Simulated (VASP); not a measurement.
Runs of VASP 6.6.1 on ZrS. The structure is that of space group Fm-3m (No. 225), or close to it. The cells are those of the table. 

```csv
cell,gap on the mesh (eV),pressure (GPa)
"a = 3.805 Å, angles 60.0°, 2 atoms",none,-10.2
"a = 3.584 Å, angles 60.0°, 2 atoms",none,(b)
"a = 3.722, b = 3.722, c = 3.750 Å, angles 59.8, 59.8, 60.5°, 2 atoms",none,-3.9
"a = 3.639 Å, angles 60.0°, 2 atoms",none,7.0
"a = 3.750, b = 3.750, c = 3.695 Å, angles 60.5, 60.5, 59.0°, 2 atoms",none,(a)
"a = 3.750 Å, angles 60.0°, 2 atoms",none,-5.7
```

Alike in all rows: task single point; level r2SCAN; potentials or basis VASP PAW PBE potentials, release 64 (Zr_sv, S); no spin polarisation; k mesh 20 × 20 × 20; cutoff (eV) 520; smearing gaussian 0.15 eV.

Question: Fill in the values left out.

Answer: (a) -3.6; (b) 15.6.

Caveats: the PAW data sets were made with another functional, which shifts forces and pressure a little; the cell stands under tension (at least some runs); the cell stands under pressure (at least some runs); the stress differs along the axes, from -8 to -1 GPa (at least some runs).

A k mesh can miss the band edges, and the runs leave out spin-orbit coupling on Zr.

A gap of «none» marks levels without a gap at the run's occupations.
